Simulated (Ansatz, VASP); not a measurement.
## C: VASP beside Ansatz

INCAR

```
PREC     = Accurate       # precision mode
ENCUT    = 600            # plane-wave cutoff, eV
EDIFF    = 1E-7           # SCF threshold, eV
ISMEAR   = 0              # smearing method
SIGMA    = 0.1            # smearing width, eV
LREAL    = False          # projectors in reciprocal space
LASPH    = True           # aspherical terms in the spheres
NELM     = 60             # most SCF steps
ALGO     = Normal         # electronic algorithm
ISIF     = 3              # what is computed and relaxed
LWAVE    = False          # write WAVECAR
LCHARG   = False          # write CHGCAR
GGA      = PE             # functional
IBRION   = 2              # ionic algorithm
NSW      = 90             # ionic steps
EDIFFG   = -0.04          # ionic threshold
```

KPOINTS

```
Automatic mesh
0
Gamma
  6 6 4
```

The input POSCAR:

```
C
1.0
    4.7656033900      0.0000000000      0.0000000000
   -2.3828017000      4.1271336000      0.0000000000
    0.0000000000      0.0000000000      3.7843905700
C
12
Direct
    0.6221980300      0.6658045100      0.3131748000
    0.3341954900      0.9563935300      0.3131748000
    0.0436064700      0.3778019700      0.3131748000
    0.3778019700      0.3341954900      0.8131748000
    0.6658045100      0.0436064700      0.8131748000
    0.9563935300      0.6221980300      0.8131748000
    0.3341954900      0.3778019700      0.1868252000
    0.6221980300      0.9563935300      0.1868252000
    0.0436064700      0.6658045100      0.1868252000
    0.6658045100      0.6221980300      0.6868252000
    0.3778019700      0.0436064700      0.6868252000
    0.9563935300      0.3341954900      0.6868252000
```

Input for Ansatz:

```yaml
crystal:
  lattice:
    - [4.76560339, 0.0, 0.0]
    - [-2.3828017, 4.1271336, 0.0]
    - [0.0, 0.0, 3.78439057]
  atoms:
    - { symbol: C, position: [0.62219803, 0.66580451, 0.3131748] }
    - { symbol: C, position: [0.33419549, 0.95639353, 0.3131748] }
    - { symbol: C, position: [0.04360647, 0.37780197, 0.3131748] }
    - { symbol: C, position: [0.37780197, 0.33419549, 0.8131748] }
    - { symbol: C, position: [0.66580451, 0.04360647, 0.8131748] }
    - { symbol: C, position: [0.95639353, 0.62219803, 0.8131748] }
    - { symbol: C, position: [0.33419549, 0.37780197, 0.1868252] }
    - { symbol: C, position: [0.62219803, 0.95639353, 0.1868252] }
    - { symbol: C, position: [0.04360647, 0.66580451, 0.1868252] }
    - { symbol: C, position: [0.66580451, 0.62219803, 0.6868252] }
    - { symbol: C, position: [0.37780197, 0.04360647, 0.6868252] }
    - { symbol: C, position: [0.95639353, 0.33419549, 0.6868252] }
basis:
  ecutwfc: 420
kpoints:
  mp_grid: { grid: [6, 6, 4] }
hamiltonian:
  xc: pbe
scf:
  occupations: { method: gaussian, width: 0.1 }
  lower_state_search: "off"
output:
  forces: true
  stress: true
  eigenvalues: true
relax:
  adjacent_minimum: "off"
  f_tol: 0.04
  max_steps: 70
  cell: { stress_tol: 0.4 }
```

Alike in both runs: task relaxation of cell and atoms; functional PBE; k mesh 6 × 6 × 4; occupations gaussian, width 0.1 eV; no spin polarisation.

|  | VASP | Ansatz |
| --- | --- | --- |
| version | VASP 6.6.1 | Ansatz 0.2.0 |
| potentials or method | VASP PAW PBE potentials, release 64 (C), cutoff 600 eV | scalar-relativistic, plane waves, PAW |
| valence electrons in the cell | 48 | 48 |

```csv
,VASP,Ansatz,Ansatz less VASP
"gap on the k mesh at the Fermi level, each at its own relaxed structure (eV)",3.35,3.35,+0.002
relaxed volume (Å³/atom),5.71,5.71,0.000
relaxed length of the cell vector where the two differ most in proportion (Å),4.181,4.180,-0.0008
```
